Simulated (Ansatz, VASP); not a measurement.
SiO2: VASP beside Ansatz

```
Si O
1.0
    -2.40163    2.40163    3.65850
     2.40163   -2.40163    3.65850
     2.40163    2.40163   -3.65850
Si O
2 4
Cartesian
  0.0000 0.0000 0.0000
  0.0000 2.4016 1.8293
  1.2008 3.0024 2.7439
  0.6008 1.2008 0.9146
  -1.2008 1.8009 2.7439
  -0.6008 3.6024 0.9146
```

Alike in both runs: task single point; functional PBE-based screened hybrid with a share of 0.25 of exact exchange and HFSCREEN = 0.15; k mesh 4 × 4 × 4; occupations gaussian, width 0.05 eV; no spin polarisation.

|  | VASP | Ansatz |
| --- | --- | --- |
| version | VASP 6.6.1 | Ansatz 0.2.0 |
| potentials or method | VASP PAW PBE potentials, release 64 (Si, O), cutoff 520 eV | scalar-relativistic, plane waves, PAW |
| valence electrons in the cell | 32 | 32 |

Ansatz gave:

- gap on the k mesh at the Fermi level (eV): 8.10
- least direct gap on the mesh (eV): 8.10
- pressure (GPa): -2.1
- traceless stress, the component that is largest in VASP (GPa): 0.19
- rms of the force components (eV/Å): 0.192

Q: Estimate VASP's values.

A: gap on the k mesh at the Fermi level (eV): 8.10; least direct gap on the mesh (eV): 8.10; pressure (GPa): -2.1; traceless stress, the component that is largest in VASP (GPa): 0.25; rms of the force components (eV/Å): 0.199.

VASP's potentials were made for PBE, not for PBE-based screened hybrid. Atom by atom the forces differ by 0.008 eV/Å (rms over components). Ansatz's warnings: stress exchange threshold loose, stress scf threshold loose.

The k mesh is coarse, so the values compare programs but aren't converged.
